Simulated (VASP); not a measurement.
Crystal: Al2BP3.

```
CELL_PARAMETERS angstrom
5.86934 0.00000 0.00000
-2.93467 5.08300 0.00000
0.00000 0.00000 3.23904
ATOMIC_POSITIONS crystal
Al 0.33333 0.66667 0.00000
Al 0.66667 0.33333 0.00000
B 0.00000 0.00000 0.00000
P 0.50000 0.00000 0.50000
P 0.50000 0.50000 0.50000
P 0.00000 0.50000 0.50000
```

The cell was generated, and may not be a known phase.

| Item | Value |
| --- | --- |
| Program | VASP 6.6.1 |
| Task | relaxation of cell and atoms |
| Functional | PBE |
| Potentials or basis | VASP PAW PBE potentials, release 64 (Al, B, P) |
| Cutoff | 600 eV |
| k mesh | 3 × 3 × 6 |
| Occupations | gaussian, width 0.1 eV |
| Spin | no spin polarisation |

At the start: pressure 14.4 GPa; volume 16.11 Å³/atom.

Question: How do energy, volume and symmetry change on relaxing?

Answer: Over 5 steps the energy falls by 104.9 meV/atom and the volume is 18.65 Å³/atom (+15.8 %); space group P6/mmm (No. 191, to 0.1 Å) before and after.

Step by step:
| step | energy change (eV) | largest force (eV/Å) | pressure (GPa) | volume (Å³) |
| --- | --- | --- | --- | --- |
| 1 | 0.0000 | 0.0000 | 14.43 | 96.63 |
| 2 | -0.4873 | 0.0000 | -4.06 | 118.28 |
| 3 | -0.6159 | 0.0000 | 0.42 | 110.51 |
| 4 | -0.6280 | 0.0000 | 0.17 | 111.42 |
| 5 | -0.6297 | 0.0000 | 0.04 | 111.91 |

Final structure:
```cif
data_structure
_symmetry_space_group_name_H-M 'P 1'
_symmetry_Int_Tables_number 1
_cell_length_a 6.1407
_cell_length_b 6.1407
_cell_length_c 3.4269
_cell_angle_alpha 90.000
_cell_angle_beta 90.000
_cell_angle_gamma 120.000
_cell_volume 111.91
loop_
_atom_site_label
_atom_site_type_symbol
_atom_site_fract_x
_atom_site_fract_y
_atom_site_fract_z
_atom_site_occupancy
Al1 Al 0.33333 0.66667 0.00000 1
Al2 Al 0.66667 0.33333 0.00000 1
B1 B 0.00000 0.00000 0.00000 1
P1 P 0.50000 0.00000 0.50000 1
P2 P 0.50000 0.50000 0.50000 1
P3 P 0.00000 0.50000 0.50000 1
```

Caveat: the k points lie up to 0.39 Å⁻¹ apart in the final cell, too coarse for converged energies and pressures of a metal; the volume moved by over 15 % at a fixed basis, so the end points are rough.
